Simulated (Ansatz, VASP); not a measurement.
Co in VASP and in Ansatz

INCAR

```
SYSTEM = Co
  PREC = Accurate
  ENCUT = 520
  EDIFF = 1E-6
  ISMEAR = -1
  SIGMA = 0.05
  LREAL = .FALSE.
  LASPH = .TRUE.
  NELM = 150
  ALGO = Normal
  ISIF = 2
  LWAVE = .FALSE.
  LCHARG = .FALSE.
  ISPIN = 2
  MAGMOM = -1.692 -1.692
  LORBIT = 11
  LMAXMIX = 4
  GGA = B5
  ALDAX = 1.0
  AGGAX = 1.0
  AGGAC = 1.0
  ALDAC = 0.0
  NBANDS = 20
```

Contents of KPOINTS:

```
regular mesh
0
G
  18 18 9
  0 0 0
```

POSCAR

```
Co
1.0
   -1.7676945332      1.4527065653      1.2957103087
    1.4527065653     -1.7676945332      1.2957103087
    3.2755109629      3.2755109629     -1.8726113489
Co
2
Direct
    0.9583031049      0.0416968951      0.0000000000
    0.7916968951      0.2083031049      0.5000000000
```

Input for Ansatz:

```yaml
crystal:
  lattice:
    - [-1.7676945332, 1.4527065653, 1.2957103087]
    - [1.4527065653, -1.7676945332, 1.2957103087]
    - [3.2755109629, 3.2755109629, -1.8726113489]
  atoms:
    - { symbol: Co, position: [0.9583031049, 0.0416968951, 0.0], spin: -1.692 }
    - { symbol: Co, position: [0.7916968951, 0.2083031049, 0.5], spin: -1.692 }
hamiltonian:
  xc: blyp
  pseudopotentials:
    kind: paw
    azcp:
      Co: "pseudopotentials/Co.paw.azcp"
basis:
  ecutwfc: 420
  fft_grid_basis: typed
kpoints:
  mp_grid: { grid: [18, 18, 9], shift: [0, 0, 0] }
magnetization:
  spin_polarized: true
scf:
  occupations: { method: fermi_dirac, width: 0.05 }
  lower_state_search: "off"
output:
  stress: true
```

Alike in both runs: task single point; functional BLYP; k mesh 18 × 18 × 9; occupations fermi-dirac, width 0.05 eV; collinear spin.

|  | VASP | Ansatz |
| --- | --- | --- |
| version | VASP 6.6.1 | Ansatz 0.2.0 |
| potentials or method | VASP PAW PBE potentials, release 64 (Co), cutoff 520 eV | plane waves (420 eV) with PAW, scalar-relativistic |
| valence electrons in the cell | 18 | 34 |

|  | VASP | Ansatz | Ansatz less VASP |
| --- | --- | --- | --- |
| pressure (GPa) | -16.1 | -16.1 | +0.03 |
| traceless stress, the component that is largest in VASP (GPa) | -0.14 | -0.08 | +0.064 |
| net moment per atom (μB) | 1.68 | 1.70 | +0.018 |
| size of the moment on the site where the two differ most (μB) | 1.72 | 1.78 | +0.056 |

VASP's potentials were made for PBE, not for BLYP. Site moments also hang on the region over which each program counts them. The functional is the same, so the differences come from potentials, cutoffs and numerics. VASP's potentials hold 18 valence electrons a cell and Ansatz's 34, so a difference there can come from the potentials and not from the codes.
